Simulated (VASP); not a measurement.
Crystal: Ir.

```xyz
1
Lattice="0.0000 1.9408 1.9408 1.9408 0.0000 1.9408 1.9408 1.9408 0.0000" Properties=species:S:1:pos:R:3 pbc="T T T"
Ir    0.0000    0.0000    0.0000
```

Base run:

```yaml
Program: VASP 6.6.1
Functional: r2SCAN
Potentials_or_basis: VASP PAW PBE potentials, release 64 (Ir)
Cutoff: 520 eV
k_mesh: 12 × 12 × 12
Occupations: fermi-dirac, width 0.05 eV
Spin: no spin polarisation
```

Its results: pressure -8.4 GPa.

Q: After a change of settings the same cell gave: pressure -11.4 GPa. Which change was it?
A. functional from r2SCAN to r2SCANh; k mesh from 12 × 12 × 12 to 6 × 6 × 6
B. potentials or basis from VASP PAW PBE potentials, release 64 (Ir) to VASP PAW PBE potentials, release 64 (Ir_sv_GW); cutoff from 520 eV to 550 eV; further incar settings from ALGO = Normal; EDIFF = 1e-07; NBANDS = 10 to ALGO = Normal; EDIFF = 1e-06; NBANDS = 14; valence electrons from 9 to 17
C. functional from r2SCAN to PBE; further incar settings from ALGO = Normal; EDIFF = 1e-07; NBANDS = 10 to ALGO = Normal; EDIFF = 1e-06; NBANDS = 10
D. functional from r2SCAN to PBEsol; further incar settings from ALGO = Normal; EDIFF = 1e-07; NBANDS = 10 to ALGO = Fast; EDIFF = 1e-06; NBANDS = 10

A: A.

Caveats: some runs use coarse meshes; the PAW data sets were made with another functional, which shifts forces and pressure a little.
